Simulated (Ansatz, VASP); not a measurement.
## One calculation of MnO2, two programs

Contents of INCAR:

```
ALGO = Normal
EDIFF = 1E-6
ENCUT = 520
ISIF = 2
ISMEAR = -1
ISPIN = 2
LASPH = True
LCHARG = False
LMAXMIX = 4
LORBIT = 11
LREAL = False
LWAVE = False
MAGMOM = 4 0 0
NBANDS = 24
NELM = 150
PREC = Accurate
SIGMA = 0.05
```

KPOINTS

```
k-points
0
Gamma
  11 11 11
```

Contents of POSCAR:

```
MnO2
1.0
    1.4564504782      0.8408820756      4.6738353618
   -1.4564504782      0.8408820756      4.6738353618
    0.0000000000     -1.6817641514      4.6738353618
Mn O
1 2
Direct
    0.0000000000      0.0000000000      0.0000000000
    0.7356355100      0.7356355100      0.7356355100
    0.2643644900      0.2643644900      0.2643644900
```

The input input.yaml:

```yaml
crystal:
  lattice:
    - [1.4564504782, 0.8408820756, 4.6738353618]
    - [-1.4564504782, 0.8408820756, 4.6738353618]
    - [0.0, -1.6817641514, 4.6738353618]
  atoms:
    - { symbol: Mn, position: [0.0, 0.0, 0.0], spin: 4.0 }
    - { symbol: O, position: [0.73563551, 0.73563551, 0.73563551] }
    - { symbol: O, position: [0.26436449, 0.26436449, 0.26436449] }
hamiltonian:
  xc: lda
  pseudopotentials: { kind: paw }
magnetization:
  spin_polarized: true
kpoints:
  mp_grid: { grid: [11, 11, 11] }
scf:
  occupations: { method: fermi_dirac, width: 0.05 }
output:
  forces: true
  stress: true
  eigenvalues: true
  write_density: true
  write_potential: true
  elf: true
  volumetric_format: npy
```

Alike in both runs: task single point; functional LDA; k mesh 11 × 11 × 11; occupations fermi-dirac, width 0.05 eV; collinear spin.

|  | VASP | Ansatz |
| --- | --- | --- |
| version | VASP 6.6.1 | Ansatz 0.2.0 |
| potentials or method | VASP PAW LDA potentials, release 64 (Mn_pv, O) | Ansatz PAW |
| plane-wave cutoff (eV) | 520 | 420 |
| valence electrons in the cell | 25 | 27 |

|  | VASP | Ansatz | Ansatz less VASP |
| --- | --- | --- | --- |
| gap on the k mesh at the Fermi level (eV) | 0.55 | 0.68 | +0.132 |
| least direct gap on the mesh (eV) | 0.61 | 0.75 | +0.137 |
| pressure (GPa) | -17.4 | -18.1 | -0.70 |
| traceless stress, the component that is largest in VASP (GPa) | 4.83 | 5.12 | +0.293 |
| rms of the force components (eV/Å) | 0.568 | 0.604 | +0.0361 |
| net moment per atom (μB) | 1.00 | 1.00 | 0.000 |
| size of the moment on the site where the two differ most (μB) | 2.84 | 2.54 | -0.293 |

LDA's correlation is that of Perdew and Zunger in VASP and of Perdew and Wang (1992) in Ansatz. Site moments also hang on the region over which each program counts them. Atom by atom the forces differ by 0.036 eV/Å (rms over components). VASP's potentials hold 25 valence electrons a cell and Ansatz's 27, so a difference there can come from the potentials and not from the codes.

Noted on Ansatz's run: odd divisions of the mesh miss points on the zone boundary, where band edges often lie, so the gap on the mesh can be too wide.
